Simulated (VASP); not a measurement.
# SnS in VASP: single point with PBE

Aim: the single point of SnS with PBE.

All numbers are computed with VASP 6.6.1; they aren't measurements. Logs are shortened: lines on timing, memory, paths and dates and some standing lists are left out, and cuts for length are marked.

### Step 1. The cell of the first run

The cell holds a slab with vacuum, 16 atoms: a = 4.022 Å, b = 4.457 Å, c = 35.113 Å, α = 90.00°, β = 90.00°, γ = 90.00°.

### Step 2. Single point, PBE

INCAR reads:

```
  ALGO = Normal
  DIPOL = 0.5 0.5 0.500
  EDIFF = 1E-6
  ENCUT = 400
  GGA = PE
  GGA_COMPAT = F
  IDIPOL = 3
  ISIF = 2
  ISMEAR = 0
  LASPH = T
  LCHARG = F
  LDIPOL = T
  LREAL = F
  LWAVE = F
  NBANDS = 94
  NELM = 120
  NELMDL = -8
  PREC = Accurate
  SIGMA = 0.05
```

KPOINTS reads:

```
k-points
0
Gamma
  7 6 1
```

POSCAR reads:

```
SnS
1.0
    4.0222571035      0.0000000000      0.0000000000
    0.0000000000      4.4565668332      0.0000000000
    0.0000000000      0.0000000000     35.1125800487
Sn S
8 8
Direct
    0.7500000000      0.6305048277      0.2135986586
    0.2500000000      0.1305048277      0.2973696336
    0.7500000000      0.8694951723      0.3766092279
    0.2500000000      0.3694951723      0.4603802028
    0.7500000000      0.6305048277      0.5396197972
    0.2500000000      0.1305048277      0.6233907721
    0.7500000000      0.8694951723      0.7026303664
    0.2500000000      0.3694951723      0.7864013414
    0.2500000000      0.0226094812      0.2229300581
    0.7500000000      0.5226094812      0.2880382341
    0.2500000000      0.4773905188      0.3859406273
    0.7500000000      0.9773905188      0.4510488034
    0.2500000000      0.0226094812      0.5489511966
    0.7500000000      0.5226094812      0.6140593727
    0.2500000000      0.4773905188      0.7119617659
    0.7500000000      0.9773905188      0.7770699419
```

Potentials or basis: VASP PAW PBE potentials, release 64 (Sn_d, S).

Launch:

```
$ cat potpaw_PBE.64/Sn_d/POTCAR potpaw_PBE.64/S/POTCAR > POTCAR
$ mpirun -np 1 vasp_std > vasp.out
```

OUTCAR:

```text
EDIFF = 1E-6
   ENCUT = 400
   GGA = PE
   ISIF = 2
   ISMEAR = 0
   LASPH = T
   LREAL = F
   NELM = 120
   NELMDL = -8
   PREC = Accurate

 ion  position               nearest neighbor table
   1  0.750  0.631  0.214-  10 2.66   9 2.68   9 2.68
   2  0.250  0.131  0.297-   9 2.66  10 2.68  10 2.68   3 3.62   3 3.62
   3  0.750  0.869  0.377-  12 2.66  11 2.68  11 2.68   2 3.62   2 3.62
   4  0.250  0.369  0.460-  11 2.66  12 2.68  12 2.68   5 3.62   5 3.62
   5  0.750  0.631  0.540-  14 2.66  13 2.68  13 2.68   4 3.62   4 3.62
   6  0.250  0.131  0.623-  13 2.66  14 2.68  14 2.68   7 3.62   7 3.62
   7  0.750  0.869  0.703-  16 2.66  15 2.68  15 2.68   6 3.62   6 3.62
   8  0.250  0.369  0.786-  15 2.66  16 2.68  16 2.68
   9  0.250  0.023  0.223-   2 2.66   1 2.68   1 2.68
  10  0.750  0.523  0.288-   1 2.66   2 2.68   2 2.68
  11  0.250  0.477  0.386-   4 2.66   3 2.68   3 2.68
  12  0.750  0.977  0.451-   3 2.66   4 2.68   4 2.68
  13  0.250  0.023  0.549-   6 2.66   5 2.68   5 2.68
  14  0.750  0.523  0.614-   5 2.66   6 2.68   6 2.68
  15  0.250  0.477  0.712-   8 2.66   7 2.68   7 2.68
  16  0.750  0.977  0.777-   7 2.66   8 2.68   8 2.68

  LATTYP: Found a simple orthorhombic cell.
 ALAT       =     4.0222571035
 B/A-ratio  =     1.1079766207
 C/A-ratio  =     8.7295712694

  Lattice vectors:

 A1 = (   4.0222571035,   0.0000000000,   0.0000000000)
 A2 = (   0.0000000000,   4.4565668332,   0.0000000000)
 A3 = (   0.0000000000,   0.0000000000,  35.1125800487)

Analysis of symmetry for initial positions (statically):
=====================================================================
 Subroutine PRICEL returns:
 Original cell was already a primitive cell.

 Routine SETGRP: Setting up the symmetry group for a
 simple orthorhombic supercell.

 Subroutine GETGRP returns: Found  4 space group operations
 (whereof  2 operations were pure point group operations)
 out of a pool of  8 trial point group operations.

The static configuration has the point symmetry S_2 .
 The point group associated with its full space group is C_2h.

Analysis of symmetry for dynamics (positions and initial velocities):
=====================================================================
 Subroutine PRICEL returns:
 Original cell was already a primitive cell.

 Routine SETGRP: Setting up the symmetry group for a
 simple orthorhombic supercell.

[... 132 lines left out ...]
   POTIM  = 0.5000    time-step for ionic-motion
   TEBEG  =    0.0;   TEEND  =   0.0 temperature during run
   PSTRESS=    0.0 pullay stress
   NELECT =     160.0000    total number of electrons
   NUPDOWN=      -1.0000    fix difference up-down
   EMIN   =  10.00;   EMAX   =-10.00  energy-range for DOS
   EFERMI =   0.00;   METHOD = LEGACY
   ISMEAR =     0;   SIGMA  =   0.05  broadening in eV -4-tet -1-fermi 0-gaus
   EFERMI_NEDOS =   21; number of points for ismear=-14 and -15
   IALGO  =     38    algorithm
   IMIX   =      4    mixing-type and parameters
     AMIX     =   0.40;   BMIX     =  1.00
     AMIX_MAG =   1.60;   BMIX_MAG =  1.00
  volume/ion in A,a.u.               =      39.34       265.47
  Fermi-wavevector in a.u.,A,eV,Ry     =   1.037060  1.959759 14.632973  1.075493
  Thomas-Fermi vector in A             =   2.171480
   LORBIT       =      0    0 simple, 1 ext, 2 COOP (PROOUT), +10 PAW based schemes
   GGA     = PE    functional components
   LHFCALC =     F    Hartree Fock is set to
   AEXX    =    0.0000 exact exchange contribution
   IVDW    =     0    specifies the selected vdW correction
   LEPSILON=     F    determine dielectric tensor
   LRPA    =     F    only Hartree local field effects (RPA)
 non-spin polarized calculation
 Gauss-broadening in eV      SIGMA  =   0.05
  energy-cutoff  :      400.00
  volume of cell :      629.41
 maximum number of plane-waves:     11492
 NGX is ok and might be reduce to    28
   NGX = 13   NGY = 15   NGZ =115

 number of electron     160.0000030 magnetization

 dipolmoment           0.000000      0.000000      0.000000 electrons x Angstroem

 Free energy of the ion-electron system (eV)
  ---------------------------------------------------
  ext. energy  EPLUGINS =         0.00000000
  ---------------------------------------------------
  free energy    TOTEN  =       -70.72369203 eV

  energy without entropy =      -70.72369203  energy(sigma->0) =      -70.72369203

 E-fermi :   2.2105     XC(G=0):  -6.5739

 val. band max:        1.9321938694   @ k =   0.0000   0.5000   0.0000
 cond. band min:       3.2231853971   @ k =   0.2857   0.0000   0.0000
 fundamental gap:      1.2909915277
 Fermi energy:         2.2105498225

 k-point     1 :       0.0000    0.0000    0.0000
  band No.  band energies     occupation
      1     -19.1799      2.00000
      2     -19.1745      2.00000
      3     -19.1637      2.00000
      4     -19.1623      2.00000
      5     -19.1571      2.00000
      6     -19.1548      2.00000
[... 1509 lines left out ...]
     91       6.2689      0.00000
     92       6.2720      0.00000
 [bands above 92 left out]

------------------------ aborting loop because EDIFF is reached ----------------------------------------

 vacuum level on the upper side and lower side of the slab       (xc-potential included)        -0.131        -0.131

  FORCE on cell =-STRESS in cart. coord.  units (eV):
  Direction    XX          YY          ZZ          XY          YZ          ZX
  --------------------------------------------------------------------------------------
  -------------------------------------------------------------------------------------
  Total       -0.2606875     -0.1643146     -1.4227669      0.0000000      0.1409095      0.0000000
  in kB       -0.6635868     -0.4182671     -3.6216905      0.0000000      0.3586889      0.0000000
  external PRESSURE =      -1.5678482 kB  Pullay stress =       0.0000000 kB

 VOLUME and BASIS-vectors are now :
 -----------------------------------------------------------------------------
  energy-cutoff  :      400.00
  volume of cell :      629.41
      direct lattice vectors                 reciprocal lattice vectors
     4.022257104  0.000000000  0.000000000     0.248616628  0.000000000  0.000000000
     0.000000000  4.456566833  0.000000000     0.000000000  0.224387973  0.000000000
     0.000000000  0.000000000 35.112580049     0.000000000  0.000000000  0.028479821

 POSITION                                       TOTAL-FORCE (eV/Angst)
 -----------------------------------------------------------------------------------
      3.01669      2.80989      7.50000        -0.000000     -0.062066      0.177827
      1.00556      0.58160     10.44142         0.000000     -0.049974     -0.062280
      3.01669      3.87496     13.22372        -0.000000      0.010576     -0.006392
      1.00556      1.64668     16.16514         0.000000      0.009682     -0.000841
      3.01669      2.80989     18.94744         0.000000     -0.009682      0.000841
      1.00556      0.58160     21.88886         0.000000     -0.010576      0.006392
[... 8 lines left out ...]
      1.00556      2.12752     24.99881         0.000000     -0.055418      0.142449
      3.01669      4.35581     27.28493         0.000000     -0.046211     -0.036184
 -----------------------------------------------------------------------------------
    total drift:                               -0.000000      0.000000      0.000000

  FREE ENERGIE OF THE ION-ELECTRON SYSTEM (eV)
  ---------------------------------------------------
  free  energy   TOTEN  =       -70.7236920304 eV

  energy  without entropy=      -70.7236920304  energy(sigma->0) =      -70.72369203

 vacuum level on the upper side and lower side of the slab         6.366         6.366
```

OSZICAR:

```text
N       E                     dE             d eps       ncg     rms          rms(c)
DAV:   1     0.171426895019E+04    0.17143E+04   -0.63076E+04  3184   0.163E+03
DAV:   2     0.232635294190E+03   -0.14816E+04   -0.14512E+04  3232   0.450E+02
DAV:   3    -0.466639197186E+02   -0.27930E+03   -0.26847E+03  3516   0.202E+02
[... 20 lines left out ...]
DAV:  24    -0.707236773001E+02   -0.38872E-04   -0.18845E-06  2320   0.249E-03    0.848E-04
DAV:  25    -0.707236844390E+02   -0.71390E-05   -0.31569E-07  2140   0.164E-03    0.586E-04
DAV:  26    -0.707236906876E+02   -0.62486E-05   -0.43434E-07  2090   0.138E-03    0.258E-04
DAV:  27    -0.707236918930E+02   -0.12054E-05   -0.62534E-08  2032   0.766E-04    0.147E-04
DAV:  28    -0.707236920304E+02   -0.13736E-06   -0.21477E-08  1872   0.667E-04
   1 F= -.70723692E+02 E0= -.70723692E+02  d E =-.288676E-16
```

stdout:

```text
POSCAR found type information on POSCAR SnS
 POSCAR found :  2 types and      16 ions
 scaLAPACK will be used
 LDA part: xc-table for (Slater+PW92), standard interpolation
 POSCAR, INCAR and KPOINTS ok, starting setup
 FFT: planning ... GRIDC
 FFT: planning ... GRID_SOFT
 FFT: planning ... GRID
 WAVECAR not read
 entering main loop
```

Run time: 26 min. Hardware: 1 thread of Intel Xeon Platinum 8259CL at 2.50GHz (Skylake/Cascade Lake), shared host; peak memory 0.75 GiB.

Results:

| Item | Value |
| --- | --- |
| Free energy | -70.7237 eV |
| Largest force | 0.188 eV/Å |
| Band gap on the k mesh | 1.29 eV (least direct gap 1.51 eV) |

Forces on the atoms (eV/Å):
```
Sn   0.000 -0.062  0.178
Sn   0.000 -0.050 -0.062
Sn   0.000  0.011 -0.006
Sn   0.000  0.010 -0.001
Sn   0.000 -0.010  0.001
Sn   0.000 -0.011  0.006
Sn   0.000  0.050  0.062
Sn   0.000  0.062 -0.178
S    0.000  0.046  0.036
S    0.000  0.055 -0.142
S    0.000  0.000  0.002
S    0.000 -0.007 -0.001
S    0.000  0.007  0.001
S    0.000  0.000 -0.002
S    0.000 -0.055  0.142
S    0.000 -0.046 -0.036
```

Caveat: spin-orbit coupling is left out, which moves the levels of the heavy elements.
